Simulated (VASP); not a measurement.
# B (Fd-3m) in VASP: further runs

The runs below take B through relaxation of cell and atoms, single point, with r2SCAN.

Everything below comes from runs of VASP 6.6.1. Logs are shortened: lines on timing, memory, paths and dates and some standing lists are left out, and cuts for length are marked.

**1. The cell of the first run**

It takes space group Fd-3m (No. 227, cubic). Conventional cell: a = 4.137 Å, b = 4.137 Å, c = 4.137 Å, α = 90.00°, β = 90.00°, γ = 90.00°. B (site symmetry -43m) has 4 B at 1.79 Å within 2.4 Å.

**2. Relaxation of cell and atoms, r2SCAN**

File POSCAR:

```
B
1.0
    0.0000000000      2.0683080914      2.0683080914
    2.0683080914      0.0000000000      2.0683080914
    2.0683080914      2.0683080914      0.0000000000
B
2
Direct
    0.1250000000      0.1250000000      0.1250000000
    0.8750000000      0.8750000000      0.8750000000
```

File INCAR.step1:

```
SYSTEM = B
  PREC = Accurate
  ENCUT = 600
  ISMEAR = -1
  SIGMA = 0.1
  LREAL = .FALSE.
  LASPH = .TRUE.
  NELM = 60
  GGA = PE
  ALGO = Normal
  EDIFF = 1E-4
  LWAVE = .TRUE.
  LCHARG = .FALSE.
```

File INCAR.step2:

```
SYSTEM = B
  PREC = Accurate
  ENCUT = 600
  EDIFF = 1E-7
  ISMEAR = -1
  SIGMA = 0.1
  LREAL = .FALSE.
  LASPH = .TRUE.
  NELM = 60
  ALGO = Normal
  ISIF = 3
  LWAVE = .FALSE.
  LCHARG = .FALSE.
  METAGGA = R2SCAN
  LMIXTAU = .TRUE.
  IBRION = 2
  NSW = 80
  EDIFFG = -0.01
  ISTART = 1
```

File KPOINTS:

```
regular mesh
0
G
  13 13 13
  0 0 0
```

Potentials or basis: VASP PAW PBE potentials, release 64 (B).

On the command line:

```console
cat potpaw_PBE.64/B/POTCAR > POTCAR
cp INCAR.step1 INCAR
mpirun -np 1 vasp_std > vasp.out
cp INCAR.step2 INCAR
mpirun -np 1 vasp_std > vasp.out
```

OUTCAR:

```text
SYSTEM = B
   PREC = Accurate
   ENCUT = 600
   EDIFF = 1E-7
   ISMEAR = -1
   LREAL = .FALSE.
   LASPH = .TRUE.
   NELM = 60
   ISIF = 3
   METAGGA = R2SCAN
   IBRION = 2
   NSW = 80
   EDIFFG = -0.01
   ISTART = 1

 ion  position               nearest neighbor table
   1  0.125  0.125  0.125-   2 1.79   2 1.79   2 1.79   2 1.79
   2  0.875  0.875  0.875-   1 1.79   1 1.79   1 1.79   1 1.79

  LATTYP: Found a face centered cubic cell.
 ALAT       =     4.1366161828

  Lattice vectors:

 A1 = (   0.0000000000,   2.0683080914,   2.0683080914)
 A2 = (   2.0683080914,   0.0000000000,   2.0683080914)
 A3 = (   2.0683080914,   2.0683080914,   0.0000000000)

Analysis of symmetry for initial positions (statically):
=====================================================================
 Subroutine PRICEL returns:
 Original cell was already a primitive cell.

 Routine SETGRP: Setting up the symmetry group for a
 face centered cubic supercell.

 Subroutine GETGRP returns: Found 48 space group operations
 (whereof 12 operations were pure point group operations)
 out of a pool of 48 trial point group operations.

The static configuration has the point symmetry D_3d.
 The point group associated with its full space group is O_h .

Analysis of symmetry for dynamics (positions and initial velocities):
=====================================================================
 Subroutine PRICEL returns:
 Original cell was already a primitive cell.

 Routine SETGRP: Setting up the symmetry group for a
 face centered cubic supercell.

 Subroutine GETGRP returns: Found 48 space group operations
 (whereof 12 operations were pure point group operations)
 out of a pool of 48 trial point group operations.

The dynamic configuration has the point symmetry D_3d.
 The point group associated with its full space group is O_h .

 Subroutine INISYM returns: Found 48 space group operations
 (whereof 12 operations are pure point group operations),
 and found     1 'primitive' translations

----------------------------------------------------------------------------------------

                                     Primitive cell

  volume of cell :      17.6960

  direct lattice vectors                    reciprocal lattice vectors
     0.000000000  2.068308091  2.068308091    -0.241743482  0.241743482  0.241743482
     2.068308091  0.000000000  2.068308091     0.241743482 -0.241743482  0.241743482
     2.068308091  2.068308091  0.000000000     0.241743482  0.241743482 -0.241743482

  length of vectors
     2.925029354  2.925029354  2.925029354     0.418711993  0.418711993  0.418711993

  position of ions in fractional coordinates (direct lattice)
     0.125000000  0.125000000  0.125000000
     0.875000000  0.875000000  0.875000000

  ion indices of the primitive-cell ions
   primitive index   ion index
                 1           1
                 2           2

----------------------------------------------------------------------------------------

 KPOINTS: regular mesh

Automatic generation of k-mesh.
 Grid dimensions read from file:
 generate k-points for:   13   13   13

 Generating k-lattice:

  Cartesian coordinates                     Fractional coordinates (reciprocal lattice)
    -0.018595652  0.018595652  0.018595652     0.076923077  0.000000000  0.000000000
     0.018595652 -0.018595652  0.018595652     0.000000000  0.076923077  0.000000000
     0.018595652  0.018595652 -0.018595652     0.000000000  0.000000000  0.076923077

  Length of vectors
     0.032208615  0.032208615  0.032208615

  Shift w.r.t. Gamma in fractional coordinates (k-lattice)
     0.000000000  0.000000000  0.000000000

 Subroutine IBZKPT returns following result:
 ===========================================

 Found     84 irreducible k-points:

 Following reciprocal coordinates:
            Coordinates               Weight
  0.000000  0.000000  0.000000      1.000000
  0.076923  0.000000  0.000000      8.000000
  0.153846  0.000000  0.000000      8.000000
  0.230769  0.000000  0.000000      8.000000
  0.307692  0.000000  0.000000      8.000000
  0.384615  0.000000  0.000000      8.000000
[... 16 lines left out ...]
  0.384615  0.153846  0.000000     24.000000
  0.461538  0.153846  0.000000     24.000000
 [... further k-points ...]
   k-points           NKPTS =     84   k-points in BZ     NKDIM =     84   number of bands    NBANDS=      7
   number of dos      NEDOS =    301   number of ions     NIONS =      2
   total plane-waves  NPLWV =  13824
   dimension x,y,z NGX =    24 NGY =   24 NGZ =   24
   dimension x,y,z NGXF=    48 NGYF=   48 NGZF=   48
   ions per type =               2
   NGX,Y,Z   is equivalent  to a cutoff of  13.64, 13.64, 13.64 a.u.
   NGXF,Y,Z  is equivalent  to a cutoff of  27.28, 27.28, 27.28 a.u.
 SYSTEM =  B
   PREC   = accura    normal or accurate (medium, high low for compatibility)
   ISTART =      1    job   : 0-new  1-cont  2-samecut
   ICHARG =      0    charge: 1-file 2-atom 10-const
   ISPIN  =      1    spin polarized calculation?
   LNONCOLLINEAR =      F non collinear calculations
   LSORBIT =      F    spin-orbit coupling
   LASPH  =      T    aspherical Exc in radial PAW
   ENCUT  =  600.0 eV  44.10 Ry    6.64 a.u.   5.84  5.84  5.84*2*pi/ulx,y,z
   NELM   =     60;   NELMIN=  2; NELMDL=  0     # of ELM steps
   EDIFF  = 0.1E-06   stopping-criterion for ELM
   LREAL  =      F    real-space projection
   EDIFFG = -.1E-01   stopping-criterion for IOM
   NSW    =     80    number of steps for IOM
   IBRION =      2    ionic relax: 0-MD 1-quasi-New 2-CG
   NFREE  =      1    steps in history (QN), initial steepest desc. (CG)
   ISIF   =      3    stress and relaxation
   ISYM   =      2    0-nonsym 1-usesym 2-fastsym
   POTIM  = 0.5000    time-step for ionic-motion
   TEBEG  =    0.0;   TEEND  =   0.0 temperature during run
   PSTRESS=    0.0 pullay stress
   NELECT =       6.0000    total number of electrons
   NUPDOWN=      -1.0000    fix difference up-down
   EMIN   =  10.00;   EMAX   =-10.00  energy-range for DOS
   EFERMI =   0.00;   METHOD = LEGACY
   ISMEAR =    -1;   SIGMA  =   0.10  broadening in eV -4-tet -1-fermi 0-gaus
   EFERMI_NEDOS =   21; number of points for ismear=-14 and -15
   IALGO  =     38    algorithm
   IMIX   =      4    mixing-type and parameters
     AMIX     =   0.40;   BMIX     =  1.00
     AMIX_MAG =   1.60;   BMIX_MAG =  1.00
  volume/ion in A,a.u.               =       8.85        59.71
  Fermi-wavevector in a.u.,A,eV,Ry     =   1.141563  2.157242 17.730662  1.303167
  Thomas-Fermi vector in A             =   2.278263
   LORBIT       =      0    0 simple, 1 ext, 2 COOP (PROOUT), +10 PAW based schemes
   METAGGA = R2SCAN    functional components
   LHFCALC =     F    Hartree Fock is set to
   AEXX    =    0.0000 exact exchange contribution
   IVDW    =     0    specifies the selected vdW correction
   LEPSILON=     F    determine dielectric tensor
   LRPA    =     F    only Hartree local field effects (RPA)
 conjugate gradient relaxation of ions
 non-spin polarized calculation
  energy-cutoff  :      600.00
  volume of cell :       17.70
 maximum number of plane-waves:       609
   NGX = 11   NGY = 11   NGZ = 11

--------------------------------------- Ionic step        1  -------------------------------------------

 number of electron       6.0000000 magnetization

 Free energy of the ion-electron system (eV)
  ---------------------------------------------------
  ext. energy  EPLUGINS =         0.00000000
  ---------------------------------------------------
  free energy    TOTEN  =       -12.68294583 eV

  energy without entropy =      -12.65871634  energy(sigma->0) =      -12.67083108

------------------------ aborting loop because EDIFF is reached ----------------------------------------

  FORCE on cell =-STRESS in cart. coord.  units (eV):
  Direction    XX          YY          ZZ          XY          YZ          ZX
  --------------------------------------------------------------------------------------
  -------------------------------------------------------------------------------------
  Total       -1.0781409     -1.0781409     -1.0781409     -0.0000000      0.0000000      0.0000000
  in kB      -97.6136159    -97.6136159    -97.6136159     -0.0000000      0.0000000      0.0000000
  external PRESSURE =     -97.6136159 kB  Pullay stress =       0.0000000 kB
[... 57 lines left out ...]
  energy  without entropy=      -12.6887883488  energy(sigma->0) =      -12.70064406

--------------------------------------- Ionic step        3  -------------------------------------------

 number of electron       6.0000000 magnetization

 Free energy of the ion-electron system (eV)
  ---------------------------------------------------
  ext. energy  EPLUGINS =         0.00000000
  ---------------------------------------------------
  free energy    TOTEN  =       -12.71588811 eV

  energy without entropy =      -12.69207595  energy(sigma->0) =      -12.70398203

 E-fermi :   3.7153     XC(G=0): -11.8696

 val. band max:        3.6890377058   @ k =  -0.4615   0.1538   0.0000
 cond. band min:       3.7235553317   @ k =   0.4615   0.2308   0.0000
 fundamental gap:      0.0345176258
 Fermi energy:         3.7153077568

 k-point     1 :       0.0000    0.0000    0.0000
  band No.  band energies     occupation
      1     -10.0096      2.00000
      2       8.0467      0.00000
      3       8.0467      0.00000
      4       8.0467      0.00000
      5      12.3243      0.00000
      6      12.3243      0.00000
      7      12.3243      0.00000
[... 221 lines left out ...]
 k-point    24 :       0.4615    0.1538    0.0000
  band No.  band energies     occupation
      1      -5.7896      2.00000
      2      -1.6782      2.00000
      3       4.1706      0.02085
      4       4.4924      0.00084
      5      13.3514      0.00000
      6      16.6135      0.00000
      7      17.6547      0.00000

 [... further k-points ...]

------------------------ aborting loop because EDIFF is reached ----------------------------------------

  FORCE on cell =-STRESS in cart. coord.  units (eV):
  Direction    XX          YY          ZZ          XY          YZ          ZX
  --------------------------------------------------------------------------------------
  -------------------------------------------------------------------------------------
  Total        0.0023854      0.0023854      0.0023854     -0.0000000      0.0000000      0.0000000
  in kB        0.2293828      0.2293828      0.2293828     -0.0000000      0.0000000      0.0000000
  external PRESSURE =       0.2293828 kB  Pullay stress =       0.0000000 kB
[... 17 lines left out ...]
  FREE ENERGIE OF THE ION-ELECTRON SYSTEM (eV)
  ---------------------------------------------------
  free  energy   TOTEN  =       -12.7158881100 eV

  energy  without entropy=      -12.6920759473  energy(sigma->0) =      -12.70398203

 reached required accuracy - stopping structural energy minimisation
```

Run time: 49 s. Hardware: 1 thread of Intel Xeon 6975P-C (Granite Rapids), shared host; peak memory 0.14 GiB.

What came out:

```
Free energy                            : -12.7159 eV
Relaxed volume                         : 8.33 Å³/atom
Relaxed cell                           : a = 2.867 Å, b = 2.867 Å, c = 2.867 Å, α = 60.00°, β = 60.00°, γ = 60.00°
Space group after relaxing (to 0.05 Å) : Fd-3m (No. 227)
Energy gained by relaxing              : 16.5 meV/atom
Ionic steps                            : 3
Pressure after relaxing                : 0.0 GPa
Band gap on the k mesh                 : zero (band 3 reaches 8.05 eV, above the bottom of band 4 at 1.02 eV)
```

The path:
| step | energy change (eV) | largest force (eV/Å) | pressure (GPa) | volume (Å³) |
| --- | --- | --- | --- | --- |
| 1 | 0.0000 | 0.0000 | -9.76 | 17.70 |
| 2 | -0.0296 | 0.0000 | 3.54 | 16.35 |
| 3 | -0.0329 | 0.0000 | 0.02 | 16.66 |

Final structure:
```xyz
2
Lattice="0.0000 2.0272 2.0272 2.0272 0.0000 2.0272 2.0272 2.0272 0.0000" Properties=species:S:1:pos:R:3 pbc="T T T"
B     0.5068    0.5068    0.5068
B     3.5476    3.5476    3.5476
```

Levels at points of the mesh, in eV from the Fermi level:
```tsv
k point	band 1	band 2	band 3	band 4	band 5	band 6
(0.00, 0.00, 0.00)	-13.72	4.33	4.33	4.33	8.61	8.61
```

Caveat: the PAW data sets were made with another functional, which shifts forces and pressure a little.

**3. Single point, r2SCAN, non-collinear spin, zero start, spin-orbit coupling**

This run uses another cell than the first one, of 8.33 Å³/atom, 0.942 times its volume.

File POSCAR:

```
B
1.0
    0.0000000000      2.0271810078      2.0271810078
    2.0271810078      0.0000000000      2.0271810078
    2.0271810078      2.0271810078      0.0000000000
B
2
Direct
    0.1250000000      0.1250000000      0.1250000000
    0.8750000000      0.8750000000      0.8750000000
```

File INCAR.step1:

```
PREC     = Accurate       # precision mode
ENCUT    = 520            # plane-wave cutoff, eV
ISMEAR   = -1             # smearing method
SIGMA    = 0.1            # smearing width, eV
LREAL    = F              # projectors in reciprocal space
LASPH    = T              # aspherical terms in the spheres
NELM     = 150            # most SCF steps
LNONCOLLINEAR= T              # non-collinear magnetism
MAGMOM   = 0 0 0 0 0 0    # initial moments
LSORBIT  = T              # spin-orbit coupling
GGA_COMPAT= F            
NBANDS   = 18             # bands
GGA      = PE             # functional
ALGO     = Normal         # electronic algorithm
EDIFF    = 1E-4           # SCF threshold, eV
LWAVE    = T              # write WAVECAR
LCHARG   = F              # write CHGCAR
```

File INCAR.step2:

```
PREC     = Accurate       # precision mode
ENCUT    = 520            # plane-wave cutoff, eV
EDIFF    = 1E-6           # SCF threshold, eV
ISMEAR   = -1             # smearing method
SIGMA    = 0.1            # smearing width, eV
LREAL    = F              # projectors in reciprocal space
LASPH    = T              # aspherical terms in the spheres
NELM     = 150            # most SCF steps
ALGO     = Normal         # electronic algorithm
ISIF     = 2              # what is computed and relaxed
LWAVE    = F              # write WAVECAR
LCHARG   = F              # write CHGCAR
LNONCOLLINEAR= T              # non-collinear magnetism
MAGMOM   = 0 0 0 0 0 0    # initial moments
LORBIT   = 11             # projections on sites
LSORBIT  = T              # spin-orbit coupling
GGA_COMPAT= F            
LORBMOM  = T            
METAGGA  = R2SCAN         # meta-GGA
LMIXTAU  = T            
NBANDS   = 18             # bands
ISTART   = 1
```

File KPOINTS:

```
Automatic mesh
0
Gamma
  13 13 13
```

Potentials or basis: VASP PAW PBE potentials, release 64 (B).

On the command line:

```console
cat potpaw_PBE.64/B/POTCAR > POTCAR
cp INCAR.step1 INCAR
mpirun -np 1 vasp_ncl > vasp.out
cp INCAR.step2 INCAR
mpirun -np 1 vasp_ncl > vasp.out
```

It took 2.2 min on 1 thread of Intel Xeon 6975P-C (Granite Rapids), shared host; peak memory 0.22 GiB.

It converged, with:

| Item | Value |
| --- | --- |
| Free energy | -12.7135 eV |
| Pressure | 0.0 GPa |
| Net moment | 0.00 μB per cell |
| Valence electrons inside the program's atomic spheres | B 1.89 |

Moments on the atoms (μB; x, y, z):
```
B   0.00 0.00 0.00
B   0.00 0.00 0.00
```

Caveat: the PAW data sets were made with another functional, which shifts forces and pressure a little.
